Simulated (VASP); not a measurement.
A run of VASP 6.6.1:

INCAR

```
PREC     = Accurate       # precision mode
ENCUT    = 600            # plane-wave cutoff, eV
EDIFF    = 1E-6           # SCF threshold, eV
ISMEAR   = 0              # smearing method
SIGMA    = 0.01           # smearing width, eV
LREAL    = False          # projectors in reciprocal space
LASPH    = True           # aspherical terms in the spheres
NELM     = 120            # most SCF steps
ALGO     = Normal         # electronic algorithm
ISIF     = 2              # what is computed and relaxed
LWAVE    = False          # write WAVECAR
LCHARG   = False          # write CHGCAR
NBANDS   = 11             # bands
GGA_COMPAT= False
```

File KPOINTS:

```
Automatic mesh
0
Gamma
  8 8 8
```

POSCAR

```
BeTe
1.0
    2.7772249640      2.7772249640      0.0000000000
   -2.7772249640      2.7772249640      0.0000000000
    0.0000000000      2.7772249640      2.7772249640
Be Te
1 1
Direct
    0.0000000000      0.0000000000      0.0000000000
    0.7500000000      0.2500000000      0.5000000000
```

Potentials or basis: VASP PAW LDA potentials, release 64 (Be, Te).

Launch:

```console
$ cat potpaw_LDA.64/Be/POTCAR potpaw_LDA.64/Te/POTCAR > POTCAR
$ mpirun -np 1 vasp_std > vasp.out
```

Hardware: 1 thread of AMD EPYC 7R43 64-Core Processor (Zen 3), on a shared host.

Q: How long does it take, and how much memory?

A: It took 12 s on 1 thread of AMD EPYC 7R43 64-Core Processor (Zen 3), with other jobs on the host, peak memory 0.12 GiB. Counts: scf iterations 11, k points 29.
